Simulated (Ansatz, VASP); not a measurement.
ZnO in VASP and in Ansatz

Contents of INCAR:

```
SYSTEM = ZnO
PREC = Accurate ; ENCUT = 910
EDIFF = 1E-6 ; ISMEAR = 0
SIGMA = 0.01 ; LREAL = .False.
LASPH = .True. ; NELM = 120
ALGO = Normal ; ISIF = 2
LWAVE = .False. ; LCHARG = .False.
GGA = PE ; NBANDS = 16
GGA_COMPAT = .False.
```

Contents of KPOINTS:

```
regular mesh
0
Gamma
  4 4 4
  0 0 0
```

Contents of POSCAR:

```
ZnO
1.0
    0.0000000000      2.1337703828      2.1337703828
    2.1337703828      0.0000000000      2.1337703828
    2.1337703828      2.1337703828      0.0000000000
Zn O
1 1
Direct
    0.0000000000      0.0000000000      0.0000000000
    0.5000000000      0.5000000000      0.5000000000
```

Input for Ansatz:

```yaml
crystal:
  lattice:
    - [0.0, 2.1337703828, 2.1337703828]
    - [2.1337703828, 0.0, 2.1337703828]
    - [2.1337703828, 2.1337703828, 0.0]
  atoms:
    - { symbol: Zn, position: [0.0, 0.0, 0.0] }
    - { symbol: O, position: [0.5, 0.5, 0.5] }
kpoints:
  mp_grid: { grid: [4, 4, 4] }
hamiltonian:
  xc: pbe
scf:
  occupations: { method: fixed }
  n_extra_bands: 4
output:
  forces: true
  stress: true
  eigenvalues: true
```

Alike in both runs: task single point; functional PBE; k mesh 4 × 4 × 4; no spin polarisation.

|  | VASP | Ansatz |
| --- | --- | --- |
| version | VASP 6.6.1 | Ansatz 0.2.0 |
| potentials or method | VASP PAW PBE potentials, release 64 (Zn, O_h) | plane waves |
| plane-wave cutoff (eV) | 910 | 420 |
| occupations | gaussian, width 0.01 eV | fixed |
| valence electrons in the cell | 18 | 18 |

```tsv
	VASP	Ansatz	Ansatz less VASP
gap on the k mesh at the Fermi level (eV)	0.90	0.94	+0.032
```

The k mesh is coarse, so the values compare programs but aren't converged. Noted on VASP's run: the cutoff is short for stress, so the pressure is rough.
